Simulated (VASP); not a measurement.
Crystal: GeW.

```xyz
2
Lattice="1.4815 0.8554 4.8637 -1.4815 0.8554 4.8637 0.0000 -1.7107 4.8637" Properties=species:S:1:pos:R:3 pbc="T T T"
Ge    0.0000    0.0000    0.0000
W     0.0000    0.0000    7.2956
```

The cell was built from a structure type or drawn by symmetry, and may not be a known phase.

* Program: VASP 6.6.1
* Task: relaxation of cell and atoms
* Functional: PBE
* Potentials or basis: VASP PAW PBE potentials, release 64 (Ge_d, W_sv)
* Cutoff: 500 eV
* k mesh: 8 × 8 × 8
* Occupations: gaussian, width 0.2 eV
* Spin: no spin polarisation

At the start: pressure -20.0 GPa; volume 18.49 Å³/atom.

How do energy, volume and symmetry change on relaxing?

Over 8 steps the energy falls by 236.5 meV/atom and the volume is 15.81 Å³/atom (-14.5 %); space group R-3m (No. 166, to 0.1 Å) before and after.

The path:
| step | energy change (eV) | largest force (eV/Å) | pressure (GPa) | volume (Å³) |
| --- | --- | --- | --- | --- |
| 1 | 0.0000 | 0.0000 | -20.00 | 36.98 |
| 2 | 0.4893 | 0.0000 | 62.56 | 25.94 |
| 3 | -0.4031 | 0.0000 | -0.25 | 31.85 |
| 4 | -0.4042 | 0.0000 | 0.80 | 31.68 |
| 5 | -0.4700 | 0.0000 | 1.93 | 31.32 |
| 6 | -0.4705 | 0.0000 | 2.28 | 31.27 |
| 7 | -0.4667 | 0.0000 | -3.48 | 32.19 |
| 8 | -0.4730 | 0.0000 | -0.04 | 31.62 |

Final structure:
```
Ge W
1.0
     1.45047    0.83743    4.33873
    -1.45047    0.83743    4.33873
     0.00000   -1.67486    4.33873
Ge W
1 1
Direct
  0.00000 0.00000 0.00000
  0.50000 0.50000 0.50000
```
